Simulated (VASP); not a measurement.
Li3OF, 5 atoms in the cell. Symmetry: Pm-3m, No. 221, cubic system. The conventional cell has a = 3.717 Å, b = 3.717 Å, c = 3.717 Å, α = 90.00°, β = 90.00°, γ = 90.00°. Within 3.5 Å of F (site symmetry m-3m) lie 12 Li at 2.63 Å and 8 O at 3.22 Å. O (site symmetry m-3m) has 6 Li at 1.86 Å within 2.5 Å. Within 2.5 Å of Li (site symmetry 4/mmm) lie 2 O at 1.86 Å.  This cell differs from its parent crystal: volume changed by +3%.

```yaml
Program: VASP 6.6.1
Task: single point
Functional: PBE
Potentials_or_basis: VASP PAW PBE potentials, release 64 (F, O, Li_sv)
Cutoff: 520 eV
k_mesh: 6 × 6 × 6
Occupations: gaussian, width 0.01 eV
Spin: no spin polarisation
Dipole_correction: no
Further_INCAR_settings: ALGO = Normal; EDIFF = 1e-06; NBANDS = 19
```

Potentials or basis: VASP PAW PBE potentials, release 64 (F, O, Li_sv).

Launch:

```console
$ cat potpaw_PBE.64/F/POTCAR potpaw_PBE.64/O/POTCAR potpaw_PBE.64/Li_sv/POTCAR > POTCAR
$ mpirun -np 1 vasp_std > vasp.out
```

Hardware: 1 thread of AMD EPYC 9R14 (Zen 4), on a shared host.

Estimate the wall time of this run.

It took 14 s on 1 thread of AMD EPYC 9R14 (Zen 4), on a shared host, peak memory 0.13 GiB. Counts: scf iterations 16, k points 20.
